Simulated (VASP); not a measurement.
Wanted: the native input for a VASP 6.6.1 run.

```yaml
Task: relaxation of cell and atoms
Functional: LDA
Potentials_or_basis: VASP PAW LDA potentials, release 64 (Mo_sv)
Cutoff: 600 eV
k_mesh: 20 × 20 × 20
Occupations: fermi-dirac, width 0.15 eV
Spin: no spin polarisation
Target_pressure: 18 GPa
Dipole_correction: no
Further_INCAR_settings: ALGO = Normal; EDIFF = 1e-06; IBRION = 2; EDIFFG = -0.001; NSW = 80; ISIF = 3
```

The structure of Mo lies in POSCAR:

```
Mo
1.0
   -1.5440989044      1.5440989044      1.5440989044
    1.5440989044     -1.5440989044      1.5440989044
    1.5440989044      1.5440989044     -1.5440989044
Mo
1
Direct
    0.0000000000      0.0000000000      0.0000000000
```

The input as run:

INCAR

```
ALGO = Normal
EDIFF = 1E-6
EDIFFG = -0.001
ENCUT = 600
IBRION = 2
ISIF = 3
ISMEAR = -1
LASPH = T
LCHARG = F
LREAL = F
LWAVE = F
NELM = 60
NSW = 80
PREC = Accurate
PSTRESS = 180.0
SIGMA = 0.15
```

KPOINTS

```
k-points
0
Gamma
  20 20 20
```

Potentials or basis: VASP PAW LDA potentials, release 64 (Mo_sv).

The run is started by

```bash
$ cat potpaw_LDA.64/Mo_sv/POTCAR > POTCAR
$ mpirun -np 1 vasp_std > vasp.out
```

It gave:

```yaml
Relaxed_volume: 14.32 Å³/atom
Relaxed_cell: a = 2.649 Å, b = 2.649 Å, c = 2.649 Å, α = 109.47°, β = 109.47°, γ = 109.47°
Space_group_after_relaxing_to_0.1_Å: Im-3m (No. 229)
Energy_change_on_relaxing_the_run_minimises_the_enthalpy: +33.4 meV/atom
Ionic_steps: 18
Pressure_after_relaxing: 18.0 GPa
Band_gap_on_the_k_mesh: zero (bands 7 and 8 overlap by 6.10 eV)
```

Caveat: the cell is relaxed towards a set pressure, so the run minimises the enthalpy, not the energy.

Run time: 4.6 min on 1 thread of Intel Xeon 8259CL (shared host), peak memory 0.19 GiB.
